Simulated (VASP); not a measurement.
# CdSe (F-43m) in VASP: settings compared

The runs below take CdSe through single point, with PBE, r2SCAN.

All numbers are computed with VASP 6.6.1; they aren't measurements. Logs are shortened: lines on timing, memory, paths and dates and some standing lists are left out, and cuts for length are marked.

## 1. The cell of the first run

It takes space group F-43m (No. 216, cubic). Conventional cell: a = 6.136 Å, b = 6.136 Å, c = 6.136 Å, α = 90.00°, β = 90.00°, γ = 90.00°. Within 3.5 Å of Cd (site symmetry -43m) lie 4 Se at 2.66 Å. Within 3.5 Å of Se (site symmetry -43m) lie 4 Cd at 2.66 Å.

## 2. Single point, PBE

INCAR reads:

```
SYSTEM = CdSe
PREC = Accurate
ENCUT = 520
EDIFF = 1E-6
ISMEAR = 0
SIGMA = 0.01
LREAL = .False.
LASPH = .True.
NELM = 60
ALGO = Normal
ISIF = 2
LWAVE = .False.
LCHARG = .True.
GGA = PE
LELF = .True.
LVHAR = .True.
NBANDS = 16
```

KPOINTS reads:

```
regular mesh
0
Gamma
  6 6 6
  0 0 0
```

POSCAR reads:

```
CdSe
1.0
    0.0000000000      3.0677809654      3.0677809654
    3.0677809654      0.0000000000      3.0677809654
    3.0677809654      3.0677809654      0.0000000000
Cd Se
1 1
Direct
    0.0000000000      0.0000000000      0.0000000000
    0.2500000000      0.2500000000      0.2500000000
```

Potentials or basis: VASP PAW PBE potentials, release 64 (Cd, Se).

Started as:

```bash
$ cat potpaw_PBE.64/Cd/POTCAR potpaw_PBE.64/Se/POTCAR > POTCAR
$ mpirun -np 1 vasp_std > vasp.out
```

OUTCAR:

```text
SYSTEM = CdSe
   PREC = Accurate
   ENCUT = 520
   EDIFF = 1E-6
   ISMEAR = 0
   LREAL = .False.
   LASPH = .True.
   NELM = 60
   ISIF = 2
   GGA = PE

 ion  position               nearest neighbor table
   1  0.000  0.000  0.000-   2 2.66   2 2.66   2 2.66   2 2.66
   2  0.250  0.250  0.250-   1 2.66   1 2.66   1 2.66   1 2.66

  LATTYP: Found a face centered cubic cell.
 ALAT       =     6.1355619308

  Lattice vectors:

 A1 = (   0.0000000000,   3.0677809654,   3.0677809654)
 A2 = (   3.0677809654,   0.0000000000,   3.0677809654)
 A3 = (   3.0677809654,   3.0677809654,   0.0000000000)

Analysis of symmetry for initial positions (statically):
=====================================================================
 Subroutine PRICEL returns:
 Original cell was already a primitive cell.

 Routine SETGRP: Setting up the symmetry group for a
 face centered cubic supercell.

 Subroutine GETGRP returns: Found 24 space group operations
 (whereof 24 operations were pure point group operations)
 out of a pool of 48 trial point group operations.

The static configuration has the point symmetry T_d .

Analysis of symmetry for dynamics (positions and initial velocities):
=====================================================================
 Subroutine PRICEL returns:
 Original cell was already a primitive cell.

 Routine SETGRP: Setting up the symmetry group for a
 face centered cubic supercell.

 Subroutine GETGRP returns: Found 24 space group operations
 (whereof 24 operations were pure point group operations)
 out of a pool of 48 trial point group operations.

The dynamic configuration has the point symmetry T_d .

 Subroutine INISYM returns: Found 24 space group operations
 (whereof 24 operations are pure point group operations),
 and found     1 'primitive' translations

----------------------------------------------------------------------------------------

                                     Primitive cell

  volume of cell :      57.7435

  direct lattice vectors                    reciprocal lattice vectors
     0.000000000  3.067780965  3.067780965    -0.162984257  0.162984257  0.162984257
     3.067780965  0.000000000  3.067780965     0.162984257 -0.162984257  0.162984257
     3.067780965  3.067780965  0.000000000     0.162984257  0.162984257 -0.162984257

  length of vectors
     4.338497448  4.338497448  4.338497448     0.282297013  0.282297013  0.282297013

[... 70 lines left out ...]
   NELM   =     60;   NELMIN=  2; NELMDL= -5     # of ELM steps
   EDIFF  = 0.1E-05   stopping-criterion for ELM
   LREAL  =      F    real-space projection
   EDIFFG = 0.1E-04   stopping-criterion for IOM
   NSW    =      0    number of steps for IOM
   IBRION =     -1    ionic relax: 0-MD 1-quasi-New 2-CG
   NFREE  =      0    steps in history (QN), initial steepest desc. (CG)
   ISIF   =      2    stress and relaxation
   ISYM   =      2    0-nonsym 1-usesym 2-fastsym
   POTIM  = 0.5000    time-step for ionic-motion
   TEBEG  =    0.0;   TEEND  =   0.0 temperature during run
   PSTRESS=    0.0 pullay stress
   NELECT =      18.0000    total number of electrons
   NUPDOWN=      -1.0000    fix difference up-down
   EMIN   =  10.00;   EMAX   =-10.00  energy-range for DOS
   EFERMI =   0.00;   METHOD = LEGACY
   ISMEAR =     0;   SIGMA  =   0.01  broadening in eV -4-tet -1-fermi 0-gaus
   EFERMI_NEDOS =   21; number of points for ismear=-14 and -15
   IALGO  =     38    algorithm
   IMIX   =      4    mixing-type and parameters
     AMIX     =   0.40;   BMIX     =  1.00
     AMIX_MAG =   1.60;   BMIX_MAG =  1.00
  volume/ion in A,a.u.               =      28.87       194.84
  Fermi-wavevector in a.u.,A,eV,Ry     =   1.110021  2.097636 16.764382  1.232147
  Thomas-Fermi vector in A             =   2.246568
   LORBIT       =      0    0 simple, 1 ext, 2 COOP (PROOUT), +10 PAW based schemes
   GGA     = PE    functional components
   LHFCALC =     F    Hartree Fock is set to
   AEXX    =    0.0000 exact exchange contribution
   IVDW    =     0    specifies the selected vdW correction
   LEPSILON=     F    determine dielectric tensor
   LRPA    =     F    only Hartree local field effects (RPA)
 non-spin polarized calculation
 Gauss-broadening in eV      SIGMA  =   0.01
  energy-cutoff  :      520.00
  volume of cell :       57.74
 maximum number of plane-waves:      1588
   NGX = 17   NGY = 17   NGZ = 17

 number of electron      18.0000008 magnetization

 Free energy of the ion-electron system (eV)
  ---------------------------------------------------
  ext. energy  EPLUGINS =         0.00000000
  ---------------------------------------------------
  free energy    TOTEN  =        -5.48510111 eV

  energy without entropy =       -5.48510111  energy(sigma->0) =       -5.48510111

 E-fermi :   0.7908     XC(G=0):  -8.7660

 val. band max:        0.7408246959   @ k =   0.0000   0.0000   0.0000
 cond. band min:       1.2935219017   @ k =   0.0000   0.0000   0.0000
 fundamental gap:      0.5526972058
 Fermi energy:         0.7907513335

 k-point     1 :       0.0000    0.0000    0.0000
  band No.  band energies     occupation
      1     -11.7087      2.00000
      2      -7.1123      2.00000
      3      -7.1123      2.00000
      4      -7.1123      2.00000
      5      -6.7657      2.00000
      6      -6.7657      2.00000
[... 281 lines left out ...]
      3      -6.9206      2.00000
      4      -6.8235      2.00000
      5      -6.7397      2.00000
      6      -6.3406      2.00000
[... 8 lines left out ...]
     15      13.4758      0.00000
     16      13.5869      0.00000

------------------------ aborting loop because EDIFF is reached ----------------------------------------

  FORCE on cell =-STRESS in cart. coord.  units (eV):
  Direction    XX          YY          ZZ          XY          YZ          ZX
  --------------------------------------------------------------------------------------
  -------------------------------------------------------------------------------------
  Total        0.6156809      0.6156809      0.6156809     -0.0000000      0.0000000      0.0000000
  in kB       17.0829631     17.0829631     17.0829631     -0.0000000      0.0000000      0.0000000
  external PRESSURE =      17.0829631 kB  Pullay stress =       0.0000000 kB

 VOLUME and BASIS-vectors are now :
 -----------------------------------------------------------------------------
  energy-cutoff  :      520.00
  volume of cell :       57.74
      direct lattice vectors                 reciprocal lattice vectors
     0.000000000  3.067780965  3.067780965    -0.162984257  0.162984257  0.162984257
     3.067780965  0.000000000  3.067780965     0.162984257 -0.162984257  0.162984257
     3.067780965  3.067780965  0.000000000     0.162984257  0.162984257 -0.162984257

 POSITION                                       TOTAL-FORCE (eV/Angst)
 -----------------------------------------------------------------------------------
      0.00000      0.00000      0.00000        -0.000000     -0.000000     -0.000000
      1.53389      1.53389      1.53389         0.000000      0.000000      0.000000
 -----------------------------------------------------------------------------------
    total drift:                               -0.000000     -0.000000     -0.000000

  FREE ENERGIE OF THE ION-ELECTRON SYSTEM (eV)
  ---------------------------------------------------
  free  energy   TOTEN  =        -5.4851011145 eV

  energy  without entropy=       -5.4851011145  energy(sigma->0) =       -5.48510111
```

OSZICAR:

```text
N       E                     dE             d eps       ncg     rms          rms(c)
DAV:   1     0.107879542050E+03    0.10788E+03   -0.87534E+03   512   0.100E+03
DAV:   2    -0.161643571969E+01   -0.10950E+03   -0.10329E+03   600   0.247E+02
DAV:   3    -0.584681147952E+01   -0.42304E+01   -0.42223E+01   640   0.505E+01
DAV:   4    -0.586579267128E+01   -0.18981E-01   -0.18980E-01   608   0.337E+00
DAV:   5    -0.586591150614E+01   -0.11883E-03   -0.11883E-03   640   0.233E-01    0.589E+00
DAV:   6    -0.550552103863E+01    0.36039E+00   -0.54475E-01   704   0.869E+00    0.471E+00
DAV:   7    -0.548382312359E+01    0.21698E-01   -0.14211E-01   584   0.250E+00    0.204E+00
DAV:   8    -0.548477714746E+01   -0.95402E-03   -0.13175E-02   568   0.138E+00    0.249E-01
DAV:   9    -0.548498350245E+01   -0.20635E-03   -0.14141E-03   576   0.476E-01    0.468E-02
DAV:  10    -0.548505042495E+01   -0.66923E-04   -0.15475E-04   664   0.154E-01    0.434E-02
DAV:  11    -0.548510136447E+01   -0.50940E-04   -0.84211E-05   568   0.577E-02    0.163E-02
DAV:  12    -0.548510111454E+01    0.24993E-06   -0.18484E-06   576   0.162E-02
   1 F= -.54851011E+01 E0= -.54851011E+01  d E =-.117095E-14
```

It took 20 s on 1 thread of Intel Xeon 8259CL, shared host; peak memory 0.18 GiB.

Results:

```yaml
Free_energy: -5.4851 eV
Pressure: 1.7 GPa
Band_gap_on_the_k_mesh: 0.55 eV, direct
```

PBE gaps usually lie below the measured ones, often by a third to a half.

## 3. Single point, r2SCAN

POSCAR is that of step 2.

INCAR.step1 reads:

```
PREC = Accurate
ENCUT = 520
ISMEAR = 0
SIGMA = 0.01
LREAL = F
LASPH = T
NELM = 100
NBANDS = 16
GGA = PE
ALGO = Normal
EDIFF = 1E-4
LWAVE = T
LCHARG = F
```

INCAR.step2 reads:

```
PREC = Accurate
ENCUT = 520
EDIFF = 1E-7
ISMEAR = 0
SIGMA = 0.01
LREAL = F
LASPH = T
NELM = 100
ALGO = Normal
ISIF = 2
LWAVE = F
LCHARG = F
METAGGA = R2SCAN
LMIXTAU = T
NBANDS = 16
ISTART = 1
```

KPOINTS reads:

```
Automatic mesh
0
Gamma
  6 6 6
```

Potentials or basis: VASP PAW PBE potentials, release 64 (Cd, Se).

Started as:

```bash
$ cat potpaw_PBE.64/Cd/POTCAR potpaw_PBE.64/Se/POTCAR > POTCAR
$ cp INCAR.step1 INCAR
$ mpirun -np 1 vasp_std > vasp.out
$ cp INCAR.step2 INCAR
$ mpirun -np 1 vasp_std > vasp.out
```

Run time: 1.8 min. Hardware: 1 thread of Intel Xeon 8259CL, shared host; peak memory 0.19 GiB.

Results (log left out):

```yaml
Free_energy: -35.9130 eV
Pressure: 0.2 GPa
Band_gap_on_the_k_mesh: 1.03 eV, direct
```

Levels at points of the mesh, in eV from the valence-band top:
```
           k point  band 6  band 7  band 8  band 9  band 10  band 11  band 12  band 13
(0.00, 0.00, 0.00)   -7.71    0.00    0.00    0.00     1.03     6.47     6.47     6.47
(0.50, 0.00, 0.00)   -7.43   -4.27   -0.72   -0.72     2.82     6.92     6.92     7.74
(0.50, 0.50, 0.00)   -7.36   -3.97   -1.80   -1.80     3.50     4.13     9.56    10.80
```

Caveat: the PAW data sets were made with another functional, which shifts forces and pressure a little.

## 4. Single point, PBE

INCAR reads:

```
SYSTEM = CdSe
ALGO     = Normal         ! electronic algorithm
EDIFF    = 1E-6           ! SCF threshold, eV
ENCUT    = 520            ! plane-wave cutoff, eV
GGA      = PE             ! functional
ISIF     = 2              ! what is computed and relaxed
ISMEAR   = 0              ! smearing method
LASPH    = .True.         ! aspherical terms in the spheres
LCHARG   = .False.        ! write CHGCAR
LREAL    = .False.        ! projectors in reciprocal space
LWAVE    = .False.        ! write WAVECAR
NBANDS   = 16             ! bands
NELM     = 80             ! most SCF steps
PREC     = Accurate       ! precision mode
SIGMA    = 0.01           ! smearing width, eV
```

KPOINTS reads:

```
k-points
0
Gamma
  8 8 8
  0 0 0
```

POSCAR is that of step 3.

Started as:

```bash
$ cat potpaw_PBE.64/Cd/POTCAR potpaw_PBE.64/Se/POTCAR > POTCAR
$ mpirun -np 1 vasp_std > vasp.out
```

Wall time 38 s (1 thread of Intel Xeon 8259CL, shared host); peak memory 0.18 GiB.

It converged, with:

- Free energy: -5.4890 eV
- Pressure: 1.7 GPa
- Band gap on the k mesh: 0.55 eV, direct

Levels at points of the mesh, in eV from the valence-band top:
```csv
k point,band 5,band 6,band 7,band 8,band 9,band 10,band 11,band 12,band 13,band 14
"(0.00, 0.00, 0.00)",-7.50,-7.50,0.00,0.00,0.00,0.55,5.93,5.93,5.93,9.68
"(0.50, 0.00, 0.00)",-7.48,-7.23,-4.24,-0.71,-0.71,2.36,6.44,6.44,7.35,9.97
"(0.50, 0.50, 0.00)",-7.45,-7.17,-3.96,-1.77,-1.77,3.19,3.73,8.99,10.06,10.06
```

A hybrid or GW would open this gap; PBE tends to underestimate it.

## 5. Overview

| level | k mesh | gap on the mesh (eV) | pressure (GPa) |
| --- | --- | --- | --- |
| PBE | 6 × 6 × 6 | 0.55 | 1.7 |
| r2SCAN | 6 × 6 × 6 | 1.03 | 0.2 |
| PBE | 8 × 8 × 8 | 0.55 | 1.7 |

Alike in all rows: task single point; potentials or basis VASP PAW PBE potentials, release 64 (Cd, Se); no spin polarisation; cell as given; cutoff (eV) 520; smearing gaussian 0.01 eV.

On the cell as given the gap runs from 0.55 eV (PBE) to 1.03 eV (r2SCAN); the meshes differ, which moves gaps too. The pressure there spans 0.2 GPa (r2SCAN) to 1.7 GPa (PBE); a positive pressure means that this level wants a larger cell, a negative one a smaller.

Caveats: the PAW data sets were made with another functional, which shifts forces and pressure a little (some runs).

Absolute energies hang on the potentials; compare differences alone.
